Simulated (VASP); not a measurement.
A run of VASP 6.6.1 is set up as follows.

File INCAR:

```
SYSTEM = Ga3SbAs2
PREC = Accurate ; ENCUT = 520
EDIFF = 1E-6 ; ISMEAR = -1
SIGMA = 0.02 ; LREAL = .False.
LASPH = .True. ; NELM = 80
ALGO = Normal ; ISIF = 2
LWAVE = .False. ; LCHARG = .False.
GGA = PE ; NBANDS = 36
```

KPOINTS

```
Automatic mesh
0
Gamma
  8 8 8
  0 0 0
```

POSCAR

```
Ga3SbAs2
1.0
   -2.0876225779      6.2599750675      2.9492410965
    2.0876225779     -6.2599750675      2.9492410965
    2.0876225779      6.2599750675     -2.9492410965
As Ga Sb
2 3 1
Direct
    0.3317808637      0.0000653987      0.3317154650
    0.6683499338      0.0000653987      0.6682845350
    0.5635913144      0.7387669053      0.8248244092
    0.9139424961      0.7387669053      0.1751755908
    0.2731418111      0.7731418111      0.5000000000
   -0.0008064191     -0.0008064191      0.0000000000
```

Potentials or basis: VASP PAW PBE potentials, release 64 (As, Ga_d, Sb).

Command:

```sh
$ cat potpaw_PBE.64/As/POTCAR potpaw_PBE.64/Ga_d/POTCAR potpaw_PBE.64/Sb/POTCAR > POTCAR
$ mpirun -np 1 vasp_std > vasp.out
```

(1) What does it give for the pressure?

(2) Estimate the largest force.

## Answers

(1) 0.2 GPa.

(2) 0.004 eV/Å.
